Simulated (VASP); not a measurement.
Wanted: the native input for a VASP 6.6.1 run.

```yaml
Task: single point
Functional: PBE
Potentials_or_basis: VASP PAW PBE potentials, release 64 (Bi_d, Te)
Cutoff: 520 eV
k_mesh: 7 × 7 × 7
Occupations: fermi-dirac, width 0.05 eV
Spin: no spin polarisation
Dipole_correction: no
Further_INCAR_settings: ALGO = Normal; EDIFF = 1e-06; NBANDS = 18
```

The structure of BiTe lies in POSCAR:

```
BiTe
1.0
    2.3732508797      1.3701970343      3.2495731172
   -2.3732508797      1.3701970343      3.2495731172
    0.0000000000     -2.7403940685      3.2495731172
Bi Te
1 1
Direct
    0.5000000000      0.5000000000      0.5000000000
    0.0000000000      0.0000000000      0.0000000000
```

These files were run (other wordings do the same):

INCAR

```
PREC = Accurate
ENCUT = 520
EDIFF = 1E-6
ISMEAR = -1
SIGMA = 0.05
LREAL = False
LASPH = True
NELM = 100
ALGO = Normal
ISIF = 2
LWAVE = False
LCHARG = False
GGA = PE
NBANDS = 18
```

KPOINTS

```
Automatic mesh
0
Gamma
  7 7 7
```

Potentials or basis: VASP PAW PBE potentials, release 64 (Bi_d, Te).

Command:

```sh
$ cat potpaw_PBE.64/Bi_d/POTCAR potpaw_PBE.64/Te/POTCAR > POTCAR
$ mpirun -np 1 vasp_std > vasp.out
```

It gave:

The pressure is 3.6 GPa.

It took 21 s on 1 thread of AMD EPYC 9R45 96-Core Processor (Zen 5), with other jobs on the host, peak memory 0.17 GiB.
